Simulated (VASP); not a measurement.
RbCu:

```xyz
2
Lattice="3.7430 0.0000 0.0000 -1.8715 3.2415 0.0000 0.0000 0.0000 3.7058" Properties=species:S:1:pos:R:3 pbc="T T T"
Rb    0.0000    2.1610    1.8529
Cu    0.0000    0.0000    0.0000
```

The cell was generated, and may not be a known phase.

- Program: VASP 6.6.1
- Task: relaxation of cell and atoms
- Functional: PBE
- Potentials or basis: VASP PAW PBE potentials, release 64 (Rb_sv, Cu)
- Cutoff: 600 eV
- k mesh: 6 × 6 × 6
- Occupations: gaussian, width 0.1 eV
- Spin: no spin polarisation

At the start: pressure 18.6 GPa; volume 22.48 Å³/atom.

**Question.** Where does the relaxation end?

**Answer.** Over 11 steps the energy falls by 699.6 meV/atom and the volume is 43.90 Å³/atom (+95.3 %); space group P-6m2 (No. 187, to 0.1 Å) before and after.

The path:
| step | energy change (eV) | largest force (eV/Å) | pressure (GPa) | volume (Å³) |
| --- | --- | --- | --- | --- |
| 1 | 0.0000 | 0.0000 | 18.62 | 44.96 |
| 2 | -1.1664 | 0.0000 | 3.95 | 64.16 |
| 3 | -1.3171 | 0.0000 | 1.49 | 73.60 |
| 4 | -1.3278 | 0.0000 | -0.63 | 95.14 |
| 5 | -1.3567 | 0.0000 | -0.10 | 85.74 |
| 6 | -1.3574 | 0.0000 | 0.16 | 83.10 |
| 7 | -1.3576 | 0.0000 | 0.09 | 84.02 |
| 8 | -1.3692 | 0.0000 | 0.08 | 84.66 |
| 9 | -1.3924 | 0.0000 | 0.08 | 86.43 |
| 10 | -1.3892 | 0.0000 | 0.03 | 89.20 |
| 11 | -1.3992 | 0.0000 | 0.07 | 87.80 |

Final structure:
```
Rb Cu
1.0
     4.81361    0.00000    0.00000
    -2.40680    4.16871    0.00000
     0.00000    0.00000    4.37561
Rb Cu
1 1
Cartesian
  0.0000 2.7791 2.1878
  0.0000 0.0000 0.0000
```

Caveat: the volume moved by over 15 % at a fixed basis, so the end points are rough.
